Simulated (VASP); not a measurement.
# BaTiO3 (Cmmm) in VASP: further runs

The runs below take BaTiO3 through single point, with PBE.

Program: VASP 6.6.1. These are calculated values, not measurements. Logs are shortened: lines on timing, memory, paths and dates and some standing lists are left out, and cuts for length are marked.

**1. The cell of the first run**

It takes space group Cmmm (No. 65, orthorhombic). The conventional cell has a = 5.524 Å, b = 5.844 Å, c = 4.019 Å, α = 90.00°, β = 90.00°, γ = 90.00°. Within 3.6 Å of Ba (site symmetry mmm) lie 12 O at 2.76 to 2.92 Å and 8 Ti at 3.42 to 3.55 Å. Ti (site symmetry mmm) has 6 O at 2.01 Å within 2.7 Å. Within 3.0 Å of O (site symmetry 2/m) lie 2 Ti at 2.01 Å and 8 O at 2.76 to 2.92 Å and 4 Ba at 2.84 Å. O (site symmetry mmm) has 2 Ti at 2.01 Å and 4 Ba at 2.76 to 2.92 Å and 8 O at 2.84 Å within 3.0 Å.

**2. Single point, PBE (strain +0.0562 x Voigt [0, 0, 0, 1, 0, 0])**

The input, INCAR:

```
SYSTEM = BaTiO3
PREC = Accurate
ENCUT = 520
EDIFF = 1E-7
ISMEAR = 0
SIGMA = 0.05
LREAL = .False.
LASPH = .True.
NELM = 60
ALGO = Normal
ISIF = 2
LWAVE = .False.
LCHARG = .False.
GGA = PE
NBANDS = 28
```

The input, KPOINTS:

```
Automatic mesh
0
Gamma
  8 8 8
  0 0 0
```

The input, POSCAR:

```
BaTiO3
1.0
    4.0192318613      0.0000000000      0.0000000000
    0.0000000000      4.0192318613      0.1129404153
    0.0000000000      0.1129418051      4.0192813205
Ba Ti O
1 1 3
Direct
    0.0000000000      0.0000000000      0.0000000000
    0.5000000000      0.5000000000      0.5000000000
    0.5000000000      0.5000000000      0.0000000000
    0.5000000000      0.0000000000      0.5000000000
    0.0000000000      0.5000000000      0.5000000000
```

Potentials or basis: VASP PAW PBE potentials, release 64 (Ba_sv, Ti_sv, O).

Command:

```bash
$ cat potpaw_PBE.64/Ba_sv/POTCAR potpaw_PBE.64/Ti_sv/POTCAR potpaw_PBE.64/O/POTCAR > POTCAR
$ mpirun -np 1 vasp_std > vasp.out
```

OUTCAR:

```text
SYSTEM = BaTiO3
   PREC = Accurate
   ENCUT = 520
   EDIFF = 1E-7
   ISMEAR = 0
   LREAL = .False.
   LASPH = .True.
   NELM = 60
   ISIF = 2
   GGA = PE

 ion  position               nearest neighbor table
   1  0.000  0.000  0.000-   5 2.76   5 2.76   3 2.84   3 2.84   3 2.84   3 2.84   4 2.84   4 2.84
                             4 2.84   4 2.84   5 2.92   5 2.92   2 3.42   2 3.42   2 3.42   2 3.42
   2  0.500  0.500  0.500-   5 2.01   5 2.01   4 2.01   4 2.01   3 2.01   3 2.01   1 3.42   1 3.42
                             1 3.42   1 3.42   1 3.55   1 3.55   1 3.55   1 3.55
   3  0.500  0.500  0.000-   2 2.01   2 2.01   1 2.84   1 2.84   1 2.84   1 2.84
   4  0.500  0.000  0.500-   2 2.01   2 2.01   1 2.84   1 2.84   1 2.84   1 2.84
   5  0.000  0.500  0.500-   2 2.01   2 2.01   1 2.76   1 2.76   1 2.92   1 2.92

  LATTYP: Found a simple monoclinic cell.
 ALAT       =     4.0208183610
 B/A-ratio  =     0.9996054287
 C/A-ratio  =     1.0000123056
 COS(beta)  =    -0.0561556589

  Lattice vectors:

 A1 = (   0.0000000000,   4.0192318613,   0.1129404153)
 A2 = (   4.0192318613,   0.0000000000,   0.0000000000)
 A3 = (   0.0000000000,  -0.1129418051,  -4.0192813205)

Analysis of symmetry for initial positions (statically):
=====================================================================
 Subroutine PRICEL returns:
 Original cell was already a primitive cell.

 Routine SETGRP: Setting up the symmetry group for a
 simple monoclinic supercell.

 Subroutine GETGRP returns: Found  4 space group operations
 (whereof  4 operations were pure point group operations)
 out of a pool of  4 trial point group operations.

The static configuration has the point symmetry C_2h.

Analysis of symmetry for dynamics (positions and initial velocities):
=====================================================================
 Subroutine PRICEL returns:
 Original cell was already a primitive cell.

 Routine SETGRP: Setting up the symmetry group for a
 simple monoclinic supercell.

 Subroutine GETGRP returns: Found  4 space group operations
 (whereof  4 operations were pure point group operations)
 out of a pool of  4 trial point group operations.

The dynamic configuration has the point symmetry C_2h.

 Subroutine INISYM returns: Found  4 space group operations
 (whereof  4 operations are pure point group operations),
 and found     1 'primitive' translations

----------------------------------------------------------------------------------------

                                     Primitive cell

  volume of cell :      64.8771

  direct lattice vectors                    reciprocal lattice vectors
     4.019231861  0.000000000  0.000000000     0.248803760  0.000000000  0.000000000
     0.000000000  4.019231861  0.112940415     0.000000000  0.249000373 -0.006996910
     0.000000000  0.112941805  4.019281321     0.000000000 -0.006996824  0.248997309

  length of vectors
     4.019231861  4.020818361  4.020867840     0.248803760  0.249098661  0.249095595

  position of ions in fractional coordinates (direct lattice)
     0.000000000  0.000000000  0.000000000
     0.500000000  0.500000000  0.500000000
     0.500000000  0.500000000  1.000000000
     0.500000000  0.000000000  0.500000000
     0.000000000  0.500000000  0.500000000

  ion indices of the primitive-cell ions
   primitive index   ion index
                 1           1
                 2           2
                 3           3
                 4           4
                 5           5

----------------------------------------------------------------------------------------

 KPOINTS: Automatic mesh

Automatic generation of k-mesh.
 Grid dimensions read from file:
 generate k-points for:    8    8    8

 Generating k-lattice:

  Cartesian coordinates                     Fractional coordinates (reciprocal lattice)
     0.031100470  0.000000000  0.000000000     0.125000000  0.000000000  0.000000000
     0.000000000  0.031125047 -0.000874614     0.000000000  0.125000000  0.000000000
     0.000000000 -0.000874603  0.031124664     0.000000000 -0.000000000  0.125000000

  Length of vectors
     0.031100470  0.031137333  0.031136949

  Shift w.r.t. Gamma in fractional coordinates (k-lattice)
     0.000000000  0.000000000  0.000000000

 Subroutine IBZKPT returns following result:
 ===========================================

 Found    170 irreducible k-points:

 Following reciprocal coordinates:
            Coordinates               Weight
  0.000000  0.000000  0.000000      1.000000
  0.125000  0.000000  0.000000      2.000000
  0.250000  0.000000  0.000000      2.000000
  0.375000  0.000000  0.000000      2.000000
  0.500000  0.000000  0.000000      1.000000
  0.000000  0.125000 -0.000000      2.000000
[... 16 lines left out ...]
  0.250000  0.500000 -0.000000      2.000000
  0.375000  0.500000 -0.000000      2.000000
 [... further k-points ...]
   k-points           NKPTS =    170   k-points in BZ     NKDIM =    170   number of bands    NBANDS=     28
   number of dos      NEDOS =    301   number of ions     NIONS =      5
   total plane-waves  NPLWV =  27000
   dimension x,y,z NGX =    30 NGY =   30 NGZ =   30
   dimension x,y,z NGXF=    60 NGYF=   60 NGZF=   60
   ions per type =               1   1   3
   NGX,Y,Z   is equivalent  to a cutoff of  12.41, 12.40, 12.40 a.u.
   NGXF,Y,Z  is equivalent  to a cutoff of  24.82, 24.81, 24.81 a.u.
 SYSTEM =  BaTiO3
   PREC   = accura    normal or accurate (medium, high low for compatibility)
   ISTART =      0    job   : 0-new  1-cont  2-samecut
   ICHARG =      2    charge: 1-file 2-atom 10-const
   ISPIN  =      1    spin polarized calculation?
   LNONCOLLINEAR =      F non collinear calculations
   LSORBIT =      F    spin-orbit coupling
   LASPH  =      T    aspherical Exc in radial PAW
   ENCUT  =  520.0 eV  38.22 Ry    6.18 a.u.   7.47  7.48  7.48*2*pi/ulx,y,z
   NELM   =     60;   NELMIN=  2; NELMDL= -5     # of ELM steps
   EDIFF  = 0.1E-06   stopping-criterion for ELM
   LREAL  =      F    real-space projection
   EDIFFG = 0.1E-05   stopping-criterion for IOM
   NSW    =      0    number of steps for IOM
   IBRION =     -1    ionic relax: 0-MD 1-quasi-New 2-CG
   NFREE  =      0    steps in history (QN), initial steepest desc. (CG)
   ISIF   =      2    stress and relaxation
   ISYM   =      2    0-nonsym 1-usesym 2-fastsym
   POTIM  = 0.5000    time-step for ionic-motion
   TEBEG  =    0.0;   TEEND  =   0.0 temperature during run
   PSTRESS=    0.0 pullay stress
   NELECT =      40.0000    total number of electrons
   NUPDOWN=      -1.0000    fix difference up-down
   EMIN   =  10.00;   EMAX   =-10.00  energy-range for DOS
   EFERMI =   0.00;   METHOD = LEGACY
   ISMEAR =     0;   SIGMA  =   0.05  broadening in eV -4-tet -1-fermi 0-gaus
   EFERMI_NEDOS =   21; number of points for ismear=-14 and -15
   IALGO  =     38    algorithm
   IMIX   =      4    mixing-type and parameters
     AMIX     =   0.40;   BMIX     =  1.00
     AMIX_MAG =   1.60;   BMIX_MAG =  1.00
  volume/ion in A,a.u.               =      12.98        87.56
  Fermi-wavevector in a.u.,A,eV,Ry     =   1.393363  2.633075 26.415181  1.941461
  Thomas-Fermi vector in A             =   2.517017
   LORBIT       =      0    0 simple, 1 ext, 2 COOP (PROOUT), +10 PAW based schemes
   GGA     = PE    functional components
   LHFCALC =     F    Hartree Fock is set to
   AEXX    =    0.0000 exact exchange contribution
   IVDW    =     0    specifies the selected vdW correction
   LEPSILON=     F    determine dielectric tensor
   LRPA    =     F    only Hartree local field effects (RPA)
 non-spin polarized calculation
 Gauss-broadening in eV      SIGMA  =   0.05
  energy-cutoff  :      520.00
  volume of cell :       64.88
 maximum number of plane-waves:      1779
 NGX is ok and might be reduce to    30
   NGX = 15   NGY = 15   NGZ = 15

 number of electron      39.9999970 magnetization

 Free energy of the ion-electron system (eV)
  ---------------------------------------------------
  ext. energy  EPLUGINS =         0.00000000
  ---------------------------------------------------
  free energy    TOTEN  =       -39.90225953 eV

  energy without entropy =      -39.90225953  energy(sigma->0) =      -39.90225953

 E-fermi :   3.9935     XC(G=0): -11.1974

 val. band max:        3.7899881004   @ k =   0.5000   0.5000   0.5000
 cond. band min:       5.3579599810   @ k =   0.0000   0.0000   0.0000
 fundamental gap:      1.5679718806
 Fermi energy:         3.9935205163

 k-point     1 :       0.0000    0.0000    0.0000
  band No.  band energies     occupation
      1     -52.9484      2.00000
      2     -29.1769      2.00000
      3     -29.1549      2.00000
      4     -29.1275      2.00000
      5     -21.0979      2.00000
      6     -13.1204      2.00000
[... 20 lines left out ...]
     27       8.7997      0.00000
     28      10.9458      0.00000

 k-point     2 :       0.1250    0.0000    0.0000
  band No.  band energies     occupation
      1     -52.9483      2.00000
      2     -29.1766      2.00000
      3     -29.1622      2.00000
      4     -29.1272      2.00000
      5     -21.0819      2.00000
      6     -13.1253      2.00000
[... 20 lines left out ...]
     27       9.0959      0.00000
     28      11.3081      0.00000

 k-point     3 :       0.2500    0.0000    0.0000
  band No.  band energies     occupation
      1     -52.9480      2.00000
      2     -29.1796      2.00000
      3     -29.1759      2.00000
      4     -29.1266      2.00000
      5     -21.0426      2.00000
      6     -13.1816      2.00000
[... 20 lines left out ...]
     27       9.8748      0.00000
     28      12.0226      0.00000

 k-point     4 :       0.3750    0.0000    0.0000
  band No.  band energies     occupation
      1     -52.9476      2.00000
      2     -29.1969      2.00000
      3     -29.1752      2.00000
      4     -29.1259      2.00000
      5     -21.0026      2.00000
      6     -13.2781      2.00000
[... 20 lines left out ...]
     27      10.7776      0.00000
     28      12.0218      0.00000

 k-point     5 :       0.5000    0.0000    0.0000
  band No.  band energies     occupation
      1     -52.9475      2.00000
      2     -29.2040      2.00000
      3     -29.1750      2.00000
      4     -29.1257      2.00000
      5     -20.9858      2.00000
      6     -13.3244      2.00000
[... 20 lines left out ...]
     27      11.1855      0.00000
     28      12.0252      0.00000

 k-point     6 :       0.0000    0.1250   -0.0000
  band No.  band energies     occupation
      1     -52.9483      2.00000
      2     -29.1805      2.00000
      3     -29.1546      2.00000
      4     -29.1308      2.00000
      5     -21.0818      2.00000
      6     -13.1270      2.00000
[... 463 lines left out ...]
      5     -20.9852      2.00000
      6     -13.3330      2.00000
[... 20 lines left out ...]
     27      11.2676      0.00000
     28      11.8859      0.00000

 k-point    22 :       0.1250    0.5000   -0.0000
  band No.  band energies     occupation
      1     -52.9474      2.00000
      2     -29.2097      2.00000
      3     -29.1601      2.00000
      4     -29.1409      2.00000
      5     -20.9748      2.00000
      6     -13.2614      2.00000
[... 20 lines left out ...]
     27      11.5490      0.00000
     28      12.1200      0.00000

 k-point    23 :       0.2500    0.5000   -0.0000
  band No.  band energies     occupation
      1     -52.9470      2.00000
      2     -29.2086      2.00000
      3     -29.1771      2.00000
      4     -29.1402      2.00000
      5     -20.9494      2.00000
      6     -13.0758      2.00000
[... 20 lines left out ...]
     27      12.2522      0.00000
     28      12.3755      0.00000

 k-point    24 :       0.3750    0.5000   -0.0000
  band No.  band energies     occupation
      1     -52.9467      2.00000
      2     -29.2075      2.00000
      3     -29.1940      2.00000
      4     -29.1396      2.00000
      5     -20.9237      2.00000
      6     -12.8589      2.00000
[... 20 lines left out ...]
     27      11.7226      0.00000
     28      13.2853      0.00000

 [... further k-points ...]
[... 5 lines left out ...]
  --------------------------------------------------------------------------------------
  -------------------------------------------------------------------------------------
  Total        0.7600395      0.8507252      0.8498199      0.0000000     -2.8115602      0.0000000
  in kB       18.7696125     21.0091456     20.9867897      0.0000000    -69.4330919      0.0000000
  external PRESSURE =      20.2551826 kB  Pullay stress =       0.0000000 kB

 VOLUME and BASIS-vectors are now :
 -----------------------------------------------------------------------------
  energy-cutoff  :      520.00
  volume of cell :       64.88
      direct lattice vectors                 reciprocal lattice vectors
     4.019231861  0.000000000  0.000000000     0.248803760  0.000000000  0.000000000
     0.000000000  4.019231861  0.112940415     0.000000000  0.249000373 -0.006996910
     0.000000000  0.112941805  4.019281321     0.000000000 -0.006996824  0.248997309

 POSITION                                       TOTAL-FORCE (eV/Angst)
 -----------------------------------------------------------------------------------
      0.00000      0.00000      0.00000         0.000000     -0.000000      0.000000
      2.00962      2.06609      2.06611         0.000000      0.000000     -0.000000
      2.00962      2.00962      0.05647         0.000000     -0.000000      0.000000
      2.00962      0.05647      2.00964         0.000000     -0.000000      0.000000
      0.00000      2.06609      2.06611         0.000000     -0.000000      0.000000
 -----------------------------------------------------------------------------------
    total drift:                                0.000000      0.000000     -0.000000

  FREE ENERGIE OF THE ION-ELECTRON SYSTEM (eV)
  ---------------------------------------------------
  free  energy   TOTEN  =       -39.9022595327 eV

  energy  without entropy=      -39.9022595327  energy(sigma->0) =      -39.90225953
```

Wall time 7.3 min (1 thread of Intel Xeon 8259CL, shared host); peak memory 0.41 GiB.

Results:

```
Free energy            : -39.9023 eV
Pressure               : 2.0 GPa
Band gap on the k mesh : 1.57 eV (least direct gap 1.59 eV)
```

Caveat: the cell differs from its parent crystal (strain +0.0562 x Voigt [0, 0, 0, 1, 0, 0]); spin-orbit coupling is left out, which moves the levels of the heavy elements. A k mesh can miss the band edges.

**3. Single point, PBE (strain +0.0937 x Voigt [0, 0, 0, 1, 0, 0])**

The input, INCAR:

```
SYSTEM = BaTiO3
  ALGO = Normal
  EDIFF = 1E-6
  ENCUT = 520
  GGA = PE
  ISIF = 2
  ISMEAR = 0
  LASPH = .True.
  LCHARG = .False.
  LREAL = .False.
  LWAVE = .False.
  NBANDS = 28
  NELM = 100
  PREC = Accurate
  SIGMA = 0.05
```

The input, KPOINTS:

```
k-points
0
Gamma
  8 8 8
  0 0 0
```

POSCAR, as its differences from that of step 2:

```diff
@@ -3,4 +3,4 @@
     4.0192318613      0.0000000000      0.0000000000
-    0.0000000000      4.0192318613      0.1129404153
-    0.0000000000      0.1129418051      4.0192813205
+    0.0000000000      4.0192318613      0.1883010127
+    0.0000000000      0.1883033299      4.0192813205
 Ba Ti O
```

Potentials or basis: VASP PAW PBE potentials, release 64 (Ba_sv, Ti_sv, O).

Command:

```bash
$ cat potpaw_PBE.64/Ba_sv/POTCAR potpaw_PBE.64/Ti_sv/POTCAR potpaw_PBE.64/O/POTCAR > POTCAR
$ mpirun -np 1 vasp_std > vasp.out
```

Wall time 2.5 min (1 thread of Intel Xeon 6975P-C (Granite Rapids), shared host); peak memory 0.4 GiB.

Results (log left out):

- Free energy: -39.7593 eV
- Pressure: 2.6 GPa
- Band gap on the k mesh: 1.35 eV

Stress tensor (GPa, compression positive):
```
  2.17   0.00   0.00
  0.00   2.81 -11.71
  0.00 -11.71   2.80
```

Levels at points of the mesh, in eV from the valence-band top:
```tsv
k point	band 18	band 19	band 20	band 21	band 22	band 23
(0.00, 0.00, 0.00)	-0.55	-0.36	0.00	1.35	1.47	1.67
(0.50, 0.00, 0.00)	-1.74	-1.28	-0.41	1.70	3.16	3.29
(0.00, 0.50, 0.00)	-1.95	-0.91	-0.89	1.68	3.19	3.23
(0.50, 0.50, 0.00)	-1.04	-1.03	-0.27	3.16	3.21	3.65
(0.00, 0.00, 0.50)	-1.95	-0.91	-0.89	1.68	3.19	3.23
(0.50, 0.00, 0.50)	-1.04	-1.03	-0.27	3.16	3.21	3.65
(0.00, 0.50, 0.50)	-1.19	-0.87	-0.14	3.12	3.33	3.62
(0.50, 0.50, 0.50)	-0.25	-0.12	-0.05	3.79	3.84	3.98
```

Caveat: the cell differs from its parent crystal (strain +0.0937 x Voigt [0, 0, 0, 1, 0, 0]); spin-orbit coupling is left out, which moves the levels of the heavy elements.

**4. Single point, PBE (strain -0.0750 x Voigt [0, 0, 0, 1, 0, 0])**

The input, INCAR:

```
SYSTEM = BaTiO3
PREC = Accurate ; ENCUT = 520
EDIFF = 1E-6 ; ISMEAR = 0
SIGMA = 0.05 ; LREAL = .FALSE.
LASPH = .TRUE. ; NELM = 80
ALGO = Normal ; ISIF = 2
LWAVE = .FALSE. ; LCHARG = .FALSE.
GGA = PE ; NBANDS = 28
```

The input, KPOINTS:

```
Automatic mesh
0
G
  8 8 8
  0 0 0
```

POSCAR, as its differences from that of step 3:

```diff
@@ -3,4 +3,4 @@
     4.0192318613      0.0000000000      0.0000000000
-    0.0000000000      4.0192318613      0.1883010127
-    0.0000000000      0.1883033299      4.0192813205
+    0.0000000000      4.0192318613     -0.1507211948
+    0.0000000000     -0.1507230495      4.0192813205
 Ba Ti O
```

Command:

```bash
$ cat potpaw_PBE.64/Ba_sv/POTCAR potpaw_PBE.64/Ti_sv/POTCAR potpaw_PBE.64/O/POTCAR > POTCAR
$ mpirun -np 1 vasp_std > vasp.out
```

Wall time 2.2 min (1 thread of Intel Xeon 6975P-C (Granite Rapids), shared host); peak memory 0.39 GiB.

It converged, with:

```yaml
Free_energy: -39.8398 eV
Pressure: 2.3 GPa
Band_gap_on_the_k_mesh: 1.47 eV
```

Stress tensor (GPa, compression positive):
```
2.01 0.00 0.00
0.00 2.41 9.31
0.00 9.31 2.41
```

Levels at points of the mesh, in eV from the valence-band top:
```csv
k point,band 16,band 17,band 18,band 19,band 20,band 21,band 22,band 23,band 24,band 25
"(0.00, 0.00, 0.00)",-1.14,-1.03,-0.43,-0.28,0.00,1.47,1.57,1.73,3.70,3.71
"(0.50, 0.00, 0.00)",-2.05,-1.95,-1.72,-1.13,-0.44,1.77,3.26,3.36,3.71,5.70
"(0.00, 0.50, 0.00)",-1.99,-1.90,-1.89,-0.82,-0.81,1.76,3.28,3.32,3.73,5.69
"(0.50, 0.50, 0.00)",-2.71,-1.81,-0.97,-0.96,-0.19,3.27,3.30,3.74,4.53,7.42
"(0.00, 0.00, 0.50)",-1.99,-1.90,-1.89,-0.82,-0.81,1.76,3.28,3.32,3.73,5.69
"(0.50, 0.00, 0.50)",-2.71,-1.81,-0.97,-0.96,-0.19,3.27,3.30,3.74,4.53,7.42
"(0.00, 0.50, 0.50)",-2.63,-1.84,-1.09,-0.83,-0.10,3.23,3.39,3.71,4.55,7.41
"(0.50, 0.50, 0.50)",-2.48,-2.27,-0.16,-0.05,-0.02,3.89,3.94,4.04,6.29,6.62
```

Caveat: the cell differs from its parent crystal (strain -0.0750 x Voigt [0, 0, 0, 1, 0, 0]); spin-orbit coupling is left out, which moves the levels of the heavy elements.

(Continued in part 2 of 2.)
